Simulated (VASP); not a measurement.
Write the native input for VASP 6.6.1 that does the following.

| Item | Value |
| --- | --- |
| Task | single point |
| Functional | PBE |
| Potentials or basis | VASP PAW PBE potentials, release 64 (Rb_sv, Br) |
| Cutoff | 520 eV |
| k mesh | 6 × 6 × 6 |
| Occupations | fermi-dirac, width 0.02 eV |
| Spin | no spin polarisation |
| Dipole correction | no |
| Further INCAR settings | ALGO = Normal; EDIFF = 1e-06; NBANDS = 15 |

The structure of RbBr lies in POSCAR:

```
RbBr
1.0
    3.9231814902      0.0000000000      0.0000000000
    0.0000000000      3.9231814902      0.0000000000
    0.0000000000      0.0000000000      4.2302992332
Rb Br
1 1
Direct
    0.0000000000      0.0000000000      0.0000000000
    0.5000000000      0.5000000000      0.5000000000
```

This cell differs from its parent crystal: epitaxial xy strain -5.0%.

These files were run (other wordings do the same):

INCAR

```
PREC = Accurate
ENCUT = 520
EDIFF = 1E-6
ISMEAR = -1
SIGMA = 0.02
LREAL = False
LASPH = True
NELM = 100
ALGO = Normal
ISIF = 2
LWAVE = False
LCHARG = False
GGA = PE
NBANDS = 15
```

KPOINTS

```
regular mesh
0
Gamma
  6 6 6
```

Potentials or basis: VASP PAW PBE potentials, release 64 (Rb_sv, Br).

Run with:

```console
$ cat potpaw_PBE.64/Rb_sv/POTCAR potpaw_PBE.64/Br/POTCAR > POTCAR
$ mpirun -np 1 vasp_std > vasp.out
```

Results of the run:

```yaml
Pressure: 2.5 GPa
Band_gap_on_the_k_mesh: 4.13 eV, indirect (least direct gap 4.28 eV)
```

Caveat: the cell differs from its parent crystal (epitaxial xy strain -5.0%).

Wall time 28 s on 1 thread of Intel(R) Xeon(R) Platinum 8488C (Sapphire Rapids) (shared host), peak memory 0.19 GiB.
